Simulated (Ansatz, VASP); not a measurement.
**Fe in VASP and in Ansatz**

File INCAR:

```
SYSTEM = Fe
ALGO = Normal ; EDIFF = 1E-6
ENCUT = 520 ; GGA = PE
ISIF = 2 ; ISMEAR = -1
ISPIN = 2 ; LASPH = .TRUE.
LCHARG = .FALSE. ; LMAXMIX = 4
LORBIT = 11 ; LREAL = .FALSE.
LWAVE = .FALSE. ; MAGMOM = 2.5
NBANDS = 14 ; NELM = 150
PREC = Accurate ; SIGMA = 0.06122561905347299
```

Contents of KPOINTS:

```
k-points
0
G
  16 16 16
  0 0 0
```

Contents of POSCAR:

```
Fe
1.0
   -1.4432614796      1.4432614796      1.4432614796
    1.4432614796     -1.4432614796      1.4432614796
    1.4432614796      1.4432614796     -1.4432614796
Fe
1
Direct
    0.0000000000      0.0000000000      0.0000000000
```

Input for Ansatz:

```yaml
crystal:
  atoms:
  - position: [0.0, 0.0, 0.0]
    spin: 2.5
    symbol: Fe
  lattice:
  - [-1.443261479615152, 1.443261479615152, 1.443261479615152]
  - [1.443261479615152, -1.443261479615152, 1.443261479615152]
  - [1.443261479615152, 1.443261479615152, -1.443261479615152]
hamiltonian:
  dispersion: none
  pseudopotentials:
    dirac_shells:
      Fe: [2p]
    kind: all_electron
    lapw: {basis_error: 0.025 meV}
    relativity: scalar
  xc: pbe
kpoints:
  mp_grid:
    grid: [16, 16, 16]
    shift: [0, 0, 0]
magnetization: {spin_polarized: true}
output: {forces: true, stress: true}
scf:
  convergence: {dr2_threshold: 1e-10 eV}
  lower_state_search: 'off'
  max_iter: 200
  occupations: {method: fermi_dirac, width: 0.06122561905347299}
```

Alike in both runs: task single point; functional PBE; k mesh 16 × 16 × 16; occupations fermi-dirac, width 0.0612256 eV; collinear spin.

```csv
,VASP,Ansatz
version,VASP 6.6.1,Ansatz 0.2 development build
potentials or method,"VASP PAW PBE potentials, release 64 (Fe), cutoff 520 eV","all-electron full-potential LAPW, scalar-relativistic"
```

|  | VASP | Ansatz | Ansatz less VASP |
| --- | --- | --- | --- |
| pressure (GPa) | -9.1 | -9.4 | -0.32 |
| net moment per atom (μB) | 2.29 | 2.27 | -0.023 |
| size of the moment on the site where the two differ most (μB) | 2.30 | 2.33 | +0.030 |

Site moments also hang on the region over which each program counts them. Ansatz ran all-electron here, and VASP with PAW potentials.
